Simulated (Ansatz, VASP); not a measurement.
Ca in VASP and in Ansatz

```
Ca
1.0
    -2.35200    2.35200    2.18400
     2.35200   -2.35200    2.18400
     2.35200    2.35200   -2.18400
Ca
1
Direct
  0.00000 0.00000 0.00000
```

Change from the starting cell: strain +0.050 along x and y, -0.025 along z, atoms carried along.

Alike in both runs: task single point; functional r2SCAN; k mesh 16 × 16 × 16; occupations gaussian, width 0.15 eV; no spin polarisation.

```csv
,VASP,Ansatz
version,VASP 6.6.1,Ansatz 0.2.0
potentials or method,"VASP PAW PBE potentials, release 64 (Ca_sv), cutoff 550 eV","scalar-relativistic, plane waves, PAW"
valence electrons in the cell,10,10
```

|  | VASP | Ansatz | Ansatz less VASP |
| --- | --- | --- | --- |
| gap on the k mesh at the Fermi level (eV) | none | none | - |
| pressure (GPa) | -1.6 | -1.6 | -0.04 |
| traceless stress, the component that is largest in VASP (GPa) | 0.19 | 0.19 | +0.001 |

VASP's potentials were made for PBE, not for r2SCAN. A gap of «none» marks a metal or a gap that the smearing closes. With one functional, cell and mesh, what is left measures potentials, basis and numerics.
